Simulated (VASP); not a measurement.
# GdO (P-6m2) in VASP: single point with r2SCAN0

Aim: the single point of GdO with r2SCAN0.

Program: VASP 6.6.1. These are calculated values, not measurements. Logs are shortened: lines on timing, memory, paths and dates and some standing lists are left out, and cuts for length are marked.

## (1) The cell of the first run

It takes space group P-6m2 (No. 187, hexagonal). The conventional cell has a = 3.050 Å, b = 3.050 Å, c = 2.976 Å, α = 90.00°, β = 90.00°, γ = 120.00°. Gd (site symmetry -6m2) has 6 O at 2.31 Å and 8 Gd at 2.98 to 3.05 Å within 3.1 Å. O (site symmetry -6m2) has 6 Gd at 2.31 Å and 8 O at 2.98 to 3.05 Å within 3.1 Å.

## (2) Single point, r2SCAN0, collinear spin, ferromagnetic start

The input, POSCAR:

```
GdO
1.0
    3.0497450208      0.0000000000      0.0000000000
   -1.5248725104      2.6411566574      0.0000000000
    0.0000000000      0.0000000000      2.9764000391
Gd O
1 1
Direct
    0.0000000000      0.0000000000      0.0000000000
    0.6666666667      0.3333333333      0.5000000000
```

The input, INCAR.step1:

```
SYSTEM = GdO
PREC = Accurate ; ENCUT = 520
EDIFF = 1E-5 ; ISMEAR = -1
SIGMA = 0.05 ; LREAL = .False.
LASPH = .True. ; NELM = 150
ALGO = Normal ; ISIF = 2
LWAVE = .True. ; ISPIN = 2
MAGMOM = 7 0 ; LORBIT = 11
LMAXMIX = 6 ; GGA = PE
NBANDS = 23
```

The input, INCAR.step2:

```
SYSTEM = GdO
PREC = Accurate ; ENCUT = 520
EDIFF = 1E-6 ; ISMEAR = -1
SIGMA = 0.05 ; LREAL = .False.
LASPH = .True. ; NELM = 150
ALGO = Normal ; ISIF = 2
LWAVE = .False. ; LCHARG = .True.
ISPIN = 2 ; MAGMOM = 7 0
LORBIT = 11 ; LMAXMIX = 6
METAGGA = R2SCAN ; LHFCALC = .True.
AEXX = 0.25 ; LMIXTAU = .True.
PRECFOCK = Normal ; LELF = .True.
LVHAR = .True. ; ISTART = 1
NBANDS = 23
```

The input, KPOINTS:

```
regular mesh
0
Gamma
  5 5 5
  0 0 0
```

Potentials or basis: VASP PAW PBE potentials, release 64 (Gd, O).

Started as:

```
cat potpaw_PBE.64/Gd/POTCAR potpaw_PBE.64/O/POTCAR > POTCAR
cp INCAR.step1 INCAR
mpirun -np 1 vasp_std > vasp.out
cp INCAR.step2 INCAR
mpirun -np 1 vasp_std > vasp.out
```

OUTCAR:

```text
SYSTEM = GdO
   PREC = Accurate
   ENCUT = 520
   EDIFF = 1E-6
   ISMEAR = -1
   LREAL = .False.
   LASPH = .True.
   NELM = 150
   ISIF = 2
   ISPIN = 2
   LORBIT = 11
   METAGGA = R2SCAN
   LHFCALC = .True.
   AEXX = 0.25
   PRECFOCK = Normal
   ISTART = 1

 ion  position               nearest neighbor table
   1  0.000  0.000  0.000-   2 2.31   2 2.31   2 2.31   2 2.31   2 2.31   2 2.31
   2  0.667  0.333  0.500-   1 2.31   1 2.31   1 2.31   1 2.31   1 2.31   1 2.31

  LATTYP: Found a hexagonal cell.
 ALAT       =     3.0497450208
 C/A-ratio  =     0.9759504545

  Lattice vectors:

 A1 = (   3.0497450208,   0.0000000000,   0.0000000000)
 A2 = (  -1.5248725104,   2.6411566574,   0.0000000000)
 A3 = (   0.0000000000,   0.0000000000,   2.9764000391)

Analysis of symmetry for initial positions (statically):
=====================================================================
 Subroutine PRICEL returns:
 Original cell was already a primitive cell.

 Routine SETGRP: Setting up the symmetry group for a
 hexagonal supercell.

 Subroutine GETGRP returns: Found 12 space group operations
 (whereof 12 operations were pure point group operations)
 out of a pool of 24 trial point group operations.

The static configuration has the point symmetry D_3h.

Analysis of symmetry for dynamics (positions and initial velocities):
=====================================================================
 Subroutine PRICEL returns:
 Original cell was already a primitive cell.

 Routine SETGRP: Setting up the symmetry group for a
 hexagonal supercell.

 Subroutine GETGRP returns: Found 12 space group operations
 (whereof 12 operations were pure point group operations)
 out of a pool of 24 trial point group operations.

The dynamic configuration has the point symmetry D_3h.

Analysis of structural, dynamic, and magnetic symmetry:
=====================================================================
 Subroutine PRICEL returns:
 Original cell was already a primitive cell.

 Routine SETGRP: Setting up the symmetry group for a
 hexagonal supercell.

 Subroutine GETGRP returns: Found 12 space group operations
 (whereof 12 operations were pure point group operations)
 out of a pool of 24 trial point group operations.

The overall configuration has the point symmetry D_3h.

 Subroutine INISYM returns: Found 12 space group operations
 (whereof 12 operations are pure point group operations),
 and found     1 'primitive' translations

----------------------------------------------------------------------------------------

                                     Primitive cell

  volume of cell :      23.9745

  direct lattice vectors                    reciprocal lattice vectors
     3.049745021  0.000000000  0.000000000     0.327896265  0.189310997  0.000000000
    -1.524872510  2.641156657  0.000000000     0.000000000  0.378621994  0.000000000
     0.000000000  0.000000000  2.976400039     0.000000000  0.000000000  0.335976343

  length of vectors
     3.049745021  3.049745016  2.976400039     0.378621993  0.378621994  0.335976343

  position of ions in fractional coordinates (direct lattice)
     0.000000000  0.000000000  0.000000000
     0.666666667  0.333333333  0.500000000

  ion indices of the primitive-cell ions
   primitive index   ion index
                 1           1
                 2           2

----------------------------------------------------------------------------------------

 KPOINTS: regular mesh

Automatic generation of k-mesh.
 Grid dimensions read from file:
 generate k-points for:    5    5    5

 Generating k-lattice:

  Cartesian coordinates                     Fractional coordinates (reciprocal lattice)
     0.065579253  0.037862199  0.000000000     0.200000000  0.000000000  0.000000000
     0.000000000  0.075724399  0.000000000     0.000000000  0.200000000  0.000000000
     0.000000000  0.000000000  0.067195269     0.000000000  0.000000000  0.200000000

  Length of vectors
     0.075724399  0.075724399  0.067195269

  Shift w.r.t. Gamma in fractional coordinates (k-lattice)
     0.000000000  0.000000000  0.000000000

 Subroutine IBZKPT returns following result:
 ===========================================

 Found     15 irreducible k-points:

 Following reciprocal coordinates:
            Coordinates               Weight
  0.000000  0.000000  0.000000      1.000000
  0.200000  0.000000  0.000000      6.000000
  0.400000 -0.000000  0.000000      6.000000
  0.200000  0.200000  0.000000      6.000000
  0.400000  0.200000  0.000000      6.000000
  0.000000  0.000000  0.200000      2.000000
  0.200000  0.000000  0.200000     12.000000
  0.400000 -0.000000  0.200000     12.000000
  0.200000  0.200000  0.200000     12.000000
  0.400000  0.200000  0.200000     12.000000
  0.000000  0.000000  0.400000      2.000000
  0.200000  0.000000  0.400000     12.000000
  0.400000 -0.000000  0.400000     12.000000
  0.200000  0.200000  0.400000     12.000000
  0.400000  0.200000  0.400000     12.000000
   k-points           NKPTS =     15   k-points in BZ     NKDIM =    125   number of bands    NBANDS=     23
   number of dos      NEDOS =    301   number of ions     NIONS =      2
   total plane-waves  NPLWV =  13824
   dimension x,y,z NGX =    24 NGY =   24 NGZ =   24
   dimension x,y,z NGXF=    48 NGYF=   48 NGZF=   48
   ions per type =               1   1
   NGX,Y,Z   is equivalent  to a cutoff of  13.08, 13.08, 13.41 a.u.
   NGXF,Y,Z  is equivalent  to a cutoff of  26.17, 26.17, 26.81 a.u.
 SYSTEM =  GdO
   PREC   = accura    normal or accurate (medium, high low for compatibility)
   ISTART =      1    job   : 0-new  1-cont  2-samecut
   ICHARG =      0    charge: 1-file 2-atom 10-const
   ISPIN  =      2    spin polarized calculation?
   LNONCOLLINEAR =      F non collinear calculations
   LSORBIT =      F    spin-orbit coupling
   LASPH  =      T    aspherical Exc in radial PAW
   ENCUT  =  520.0 eV  38.22 Ry    6.18 a.u.   5.67  5.67  5.53*2*pi/ulx,y,z
   NELM   =    150;   NELMIN=  2; NELMDL=  0     # of ELM steps
   EDIFF  = 0.1E-05   stopping-criterion for ELM
   LREAL  =      F    real-space projection
   EDIFFG = 0.1E-04   stopping-criterion for IOM
   NSW    =      0    number of steps for IOM
   IBRION =     -1    ionic relax: 0-MD 1-quasi-New 2-CG
   NFREE  =      0    steps in history (QN), initial steepest desc. (CG)
   ISIF   =      2    stress and relaxation
   ISYM   =      3    0-nonsym 1-usesym 2-fastsym
   POTIM  = 0.5000    time-step for ionic-motion
   TEBEG  =    0.0;   TEEND  =   0.0 temperature during run
   PSTRESS=    0.0 pullay stress
   NELECT =      24.0000    total number of electrons
   NUPDOWN=      -1.0000    fix difference up-down
   EMIN   =  10.00;   EMAX   =-10.00  energy-range for DOS
   EFERMI =   0.00;   METHOD = LEGACY
   ISMEAR =    -1;   SIGMA  =   0.05  broadening in eV -4-tet -1-fermi 0-gaus
   EFERMI_NEDOS =   21; number of points for ismear=-14 and -15
   IALGO  =     38    algorithm
   IMIX   =      1    mixing-type and parameters
     AMIX     =   0.40;   BMIX     =  1.00
     AMIX_MAG =   1.60;   BMIX_MAG =  1.00
  volume/ion in A,a.u.               =      11.99        80.89
  Fermi-wavevector in a.u.,A,eV,Ry     =   1.637680  3.094766 36.490746  2.681994
  Thomas-Fermi vector in A             =   2.728779
   LORBIT       =     11    0 simple, 1 ext, 2 COOP (PROOUT), +10 PAW based schemes
   METAGGA = R2SCAN    functional components
   LHFCALC =     T    Hartree Fock is set to
   PRECFOCK=normal    Normal, Fast or Accurate (Low or Medium for compatibility)
   ENCUT4O =  -1.0   cutoff for four orbital integrals eV
   NKREDX  =     1    reduce k-point grid by
   NKREDY  =     1    reduce k-point grid by
   NKREDZ  =     1    reduce k-point grid by
   AEXX    =    0.2500 exact exchange contribution
   HFSCREEN=    0.0000 screening length (either q_TF or 0.3 A-1)
   HFSCREENC=   0.0000 screening length for correlation (either q_TF or 0.3 A-1)
   ENCUTFOCK=  -1.0 apply spherical cutoff to Coloumb kernel
   IVDW    =     0    specifies the selected vdW correction
   LEPSILON=     F    determine dielectric tensor
   LRPA    =     F    only Hartree local field effects (RPA)
 spin polarized calculation
  energy-cutoff  :      520.00
  volume of cell :       23.97
 maximum number of plane-waves:       653
 NGX is ok and might be reduce to    24
  NGX = 18; NGY = 18; NGZ = 18

 number of electron      23.9999997 magnetization       7.0136526

 Free energy of the ion-electron system (eV)
  ---------------------------------------------------
  ext. energy  EPLUGINS =         0.00000000
  ---------------------------------------------------
  free energy    TOTEN  =       -60.57466315 eV

  energy without entropy =      -60.57211417  energy(sigma->0) =      -60.57338866

 E-fermi :   8.0987     XC(G=0): -10.6682

 val. band max:        7.9976178132   @ k =   0.2000   0.0000   0.4000
 cond. band min:       8.2911002680   @ k =   0.2000   0.0000   0.4000
 fundamental gap:      0.2934824548
 Fermi energy:         8.0986690968

 spin component 1

 k-point     1 :       0.0000    0.0000    0.0000
  band No.  band energies     occupation
      1     -42.6821      1.00000
      2     -17.5561      1.00000
      3     -17.2435      1.00000
      4     -17.2435      1.00000
      5     -17.0366      1.00000
      6      -1.1255      1.00000
[... 15 lines left out ...]
     22      22.2012      0.00000
     23      26.5300      0.00000

 k-point     2 :       0.2000    0.0000    0.0000
  band No.  band energies     occupation
      1     -42.5493      1.00000
      2     -19.3711      1.00000
      3     -17.4850      1.00000
      4     -17.3814      1.00000
      5     -15.4555      1.00000
      6      -1.4050      1.00000
[... 15 lines left out ...]
     22      22.9665      0.00000
     23      26.9405      0.00000
[... 310 lines left out ...]
     22      23.4265      0.00000
     23      25.7276      0.00000

 k-point    15 :       0.4000    0.2000    0.4000
  band No.  band energies     occupation
      1     -42.0465      1.00000
      2     -19.6320      1.00000
      3     -19.1183      1.00000
      4     -18.2521      1.00000
      5     -16.2532      1.00000
      6      -2.4436      1.00000
[... 15 lines left out ...]
     22      22.9433      0.00000
     23      24.1456      0.00000
 Fermi energy:         8.0986690968

 spin component 2

 k-point     1 :       0.0000    0.0000    0.0000
  band No.  band energies     occupation
      1     -39.0496      1.00000
      2     -16.9661      1.00000
      3     -14.8929      1.00000
      4     -14.4844      1.00000
      5     -14.4844      1.00000
      6       0.1834      1.00000
[... 15 lines left out ...]
     22      23.9189      0.00000
     23      27.8438      0.00000

 k-point     2 :       0.2000    0.0000    0.0000
  band No.  band energies     occupation
      1     -38.8750      1.00000
      2     -18.2097      1.00000
      3     -14.7882      1.00000
      4     -14.6640      1.00000
      5     -13.9988      1.00000
      6      -0.7062      1.00000
[... 15 lines left out ...]
     22      24.2963      0.00000
     23      28.2215      0.00000
[... 310 lines left out ...]
     22      24.7875      0.00000
     23      27.4305      0.00000

 k-point    15 :       0.4000    0.2000    0.4000
  band No.  band energies     occupation
      1     -38.2197      1.00000
      2     -18.0870      1.00000
      3     -16.8061      1.00000
      4     -15.9033      1.00000
      5     -15.2894      1.00000
      6      -2.1948      1.00000
[... 15 lines left out ...]
     22      24.3403      0.00000
     23      25.7509      0.00000

------------------------ aborting loop because EDIFF is reached ----------------------------------------

  FORCE on cell =-STRESS in cart. coord.  units (eV):
  Direction    XX          YY          ZZ          XY          YZ          ZX
  --------------------------------------------------------------------------------------
  -------------------------------------------------------------------------------------
  Total        7.3520110      7.3520110      6.7182547      0.0000000      0.0000000      0.0000000
  in kB      491.3237269    491.3237248    448.9707534      0.0000000      0.0000000      0.0000000
  external PRESSURE =     477.2060684 kB  Pullay stress =       0.0000000 kB

 VOLUME and BASIS-vectors are now :
 -----------------------------------------------------------------------------
  energy-cutoff  :      520.00
  volume of cell :       23.97
      direct lattice vectors                 reciprocal lattice vectors
     3.049745021  0.000000000  0.000000000     0.327896265  0.189310997  0.000000000
    -1.524872510  2.641156657  0.000000000     0.000000000  0.378621994  0.000000000
     0.000000000  0.000000000  2.976400039     0.000000000  0.000000000  0.335976343

 POSITION                                       TOTAL-FORCE (eV/Angst)
 -----------------------------------------------------------------------------------
      0.00000      0.00000      0.00000         0.000000     -0.000000      0.000000
      1.52487      0.88039      1.48820        -0.000000      0.000000      0.000000
 -----------------------------------------------------------------------------------
    total drift:                               -0.000000     -0.000002      0.000008

  FREE ENERGIE OF THE ION-ELECTRON SYSTEM (eV)
  ---------------------------------------------------
  free  energy   TOTEN  =       -60.5746631480 eV

  energy  without entropy=      -60.5721141683  energy(sigma->0) =      -60.57338866

 total charge

# of ion       s       p       d       f       tot
--------------------------------------------------
    1        2.041   5.694   0.814   7.009  15.559
    2        1.576   3.584   0.000   0.000   5.159
--------------------------------------------------
tot          3.617   9.278   0.814   7.009  20.718

 magnetization (x)

# of ion       s       p       d       f       tot
--------------------------------------------------
    1       -0.013  -0.100   0.068   6.871   6.826
    2       -0.005  -0.044   0.000   0.000  -0.049
--------------------------------------------------
tot         -0.019  -0.144   0.068   6.871   6.777
```

Wall time 2 h (1 thread of Oxide Virtual Turin-like, shared host); peak memory 0.15 GiB.

What came out:

```yaml
Free_energy: -60.5747 eV
Pressure: 47.7 GPa
Net_moment: 7.01 μB per cell
Site_moments: Gd +6.83; O -0.05 μB
Valence_electrons_inside_the_program's_atomic_spheres: Gd 15.56; O 5.16
```

Levels at points of the mesh, in eV from the Fermi level:
Spin up:
```csv
k point,band 14,band 15,band 16,band 17,band 18,band 19
"(0.00, 0.00, 0.00)",-7.65,-6.16,-4.14,1.99,4.55,4.55
```
Spin down:
| k point | band 5 | band 6 | band 7 | band 8 | band 9 | band 10 | band 11 | band 12 | band 13 | band 14 |
| --- | --- | --- | --- | --- | --- | --- | --- | --- | --- | --- |
| (0.00, 0.00, 0.00) | -22.58 | -7.92 | -7.92 | -6.68 | -3.19 | 1.48 | 4.57 | 4.57 | 5.08 | 5.08 |

Caveat: the k points lie up to 0.48 Å⁻¹ apart; the PAW data sets were made with another functional, which shifts forces and pressure a little; spin-orbit coupling is left out, which moves the levels of the heavy elements; a cell with one magnetic atom can't hold antiferromagnetic order, which such compounds often take. The state reached can hang on the start; a lower one may exist.
